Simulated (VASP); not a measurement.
Here is a VASP 6.6.1 calculation.

INCAR

```
SYSTEM = CuO
PREC     = Accurate       ! precision mode
ENCUT    = 520            ! plane-wave cutoff, eV
EDIFF    = 1E-6           ! SCF threshold, eV
ISMEAR   = -1             ! smearing method
SIGMA    = 0.1            ! smearing width, eV
LREAL    = .False.        ! projectors in reciprocal space
LASPH    = .True.         ! aspherical terms in the spheres
NELM     = 100            ! most SCF steps
ALGO     = Normal         ! electronic algorithm
ISIF     = 2              ! what is computed and relaxed
LWAVE    = .False.        ! write WAVECAR
LCHARG   = .False.        ! write CHGCAR
GGA      = PE             ! functional
NBANDS   = 25             ! bands
```

KPOINTS

```
regular mesh
0
Gamma
  10 10 6
  0 0 0
```

POSCAR

```
CuO
1.0
    2.3877802882     -1.7448634230      0.0000000000
    2.3877802882      1.7448634230      0.0000000000
   -0.8667014874      0.0000000000      5.1570691061
Cu O
2 2
Direct
    0.0000000000      0.5000000000      0.0000000000
    0.5000000000      0.0000000000      0.5000000000
    0.5816000000      0.4184000000      0.2500000000
    0.4184000000      0.5816000000      0.7500000000
```

Potentials or basis: VASP PAW PBE potentials, release 64 (Cu, O).

The run is started by

```sh
$ cat potpaw_PBE.64/Cu/POTCAR potpaw_PBE.64/O/POTCAR > POTCAR
$ mpirun -np 1 vasp_std > vasp.out
```

**Question.** Estimate the pressure.

**Answer.** -3.2 GPa.

**Question.** Estimate the largest force.

**Answer.** 0.388 eV/Å.

**Question.** What does it give for the band gap on the k mesh?

**Answer.** Zero (bands 17 and 18 overlap by 0.70 eV).

Forces in eV/Å, atoms in the order of the input:
```
Cu   0.000  0.000  0.000
Cu   0.000  0.000  0.000
O    0.000  0.388  0.000
O    0.000 -0.388  0.000
```

Caveat: the cell stands under tension; semilocal functionals often make such compounds metallic where correlation or magnetic order opens a gap, which also shifts bond lengths. With open d or f shells a metallic result of PBE can be an artefact of self-interaction; +U or a hybrid may open a gap.
